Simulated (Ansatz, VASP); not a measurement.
KTaO3: VASP beside Ansatz

```
CELL_PARAMETERS angstrom
4.21032 0.00000 0.00000
0.00000 4.21032 0.00000
0.00000 0.00000 3.57877
ATOMIC_POSITIONS crystal
K 0.50000 0.50000 0.50000
Ta 0.00000 0.00000 0.00000
O 0.50000 0.00000 0.00000
O 0.00000 0.50000 0.00000
O 0.00000 0.00000 0.50000
```

Alike in both runs: task single point; functional r2SCAN; k mesh 6 × 6 × 6; occupations gaussian, width 0.05 eV; no spin polarisation.

|  | VASP | Ansatz |
| --- | --- | --- |
| version | VASP 6.6.1 | Ansatz 0.2.0 |
| potentials or method | VASP PAW PBE potentials, release 64 (K_sv, Ta_sv_GW, O), cutoff 660 eV | scalar-relativistic, plane waves, PAW |
| valence electrons in the cell | 40 | 40 |

Ansatz gave:

```
gap on the k mesh at the Fermi level (eV)                     : 2.26
least direct gap on the mesh (eV)                             : 2.74
pressure (GPa)                                                : 11.3
traceless stress, the component that is largest in VASP (GPa) : 54.47
```

Estimate VASP's values.

gap on the k mesh at the Fermi level (eV): 2.25; least direct gap on the mesh (eV): 2.74; pressure (GPa): 11.6; traceless stress, the component that is largest in VASP (GPa): 55.34.

VASP's potentials were made for PBE, not for r2SCAN.

Spin-orbit coupling is off throughout.
